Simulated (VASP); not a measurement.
Here is a VASP 6.6.1 calculation.

The input INCAR:

```
SYSTEM = V
ALGO = Normal ; EDIFF = 1E-6
ENCUT = 520 ; GGA = PE
ISIF = 2 ; ISMEAR = -1
ISPIN = 2 ; LASPH = .True.
LCHARG = .False. ; LMAXMIX = 4
LORBIT = 11 ; LREAL = .False.
LWAVE = .False. ; MAGMOM = 1.5
NBANDS = 16 ; NELM = 150
PREC = Accurate ; SIGMA = 0.05
```

Contents of KPOINTS:

```
k-points
0
Gamma
  10 10 10
  0 0 0
```

Contents of POSCAR:

```
V
1.0
    1.5009550317      1.5009550317      1.5009550317
   -1.5009550317      1.5009550317      1.5009550317
   -1.5009550317     -1.5009550317      1.5009550317
V
1
Direct
    0.0000000000      0.0000000000      0.0000000000
```

Potentials or basis: VASP PAW PBE potentials, release 64 (V_sv).

Launch:

```sh
$ cat potpaw_PBE.64/V_sv/POTCAR > POTCAR
$ mpirun -np 1 vasp_std > vasp.out
```

**Question.** What does it give for the pressure?

**Answer.** 0.2 GPa.

**Question.** Estimate the net moment.

**Answer.** 0.00 μB per cell.
